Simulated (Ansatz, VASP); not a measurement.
**Two plane-wave programs on Ir**

File INCAR:

```
PREC = Accurate
ENCUT = 520
EDIFF = 1E-7
ISMEAR = -1
SIGMA = 0.1
LREAL = False
LASPH = True
NELM = 60
ALGO = Normal
ISIF = 2
LWAVE = False
LCHARG = False
GGA = PE
NBANDS = 10
```

Contents of KPOINTS:

```
regular mesh
0
Gamma
  23 23 23
```

POSCAR

```
Ir
1.0
    0.0000000000      1.9615396245      1.9615396245
    1.9615396245      0.0000000000      1.9615396245
    1.9615396245      1.9615396245      0.0000000000
Ir
1
Direct
    0.0000000000      0.0000000000      0.0000000000
```

Input for Ansatz:

```yaml
crystal:
  lattice:
    - [0.0, 1.9615396245, 1.9615396245]
    - [1.9615396245, 0.0, 1.9615396245]
    - [1.9615396245, 1.9615396245, 0.0]
  atoms:
    - { symbol: Ir, position: [0.0, 0.0, 0.0] }
hamiltonian:
  xc: pbe
  pseudopotentials:
    kind: paw
    azcp:
      Ir: "pseudopotentials/Ir.paw.azcp"
basis:
  ecutwfc: 420
  fft_grid_basis: typed
kpoints:
  mp_grid: { grid: [23, 23, 23], shift: [0, 0, 0] }
magnetization:
  spin_polarized: false
scf:
  occupations: { method: fermi_dirac, width: 0.1 }
output:
  stress: true
```

Alike in both runs: task single point; functional PBE; k mesh 23 × 23 × 23; occupations fermi-dirac, width 0.1 eV; no spin polarisation.

|  | VASP | Ansatz |
| --- | --- | --- |
| version | VASP 6.6.1 | Ansatz 0.2.0 |
| potentials or method | VASP PAW PBE potentials, release 64 (Ir), cutoff 520 eV | plane waves (420 eV) with PAW, scalar-relativistic |
| valence electrons in the cell | 9 | 17 |

```tsv
	VASP	Ansatz	Ansatz less VASP
pressure (GPa)	-12.1	-12.5	-0.37
```

VASP's potentials hold 9 valence electrons a cell and Ansatz's 17, so a difference there can come from the potentials and not from the codes.

Spin-orbit coupling is off throughout.
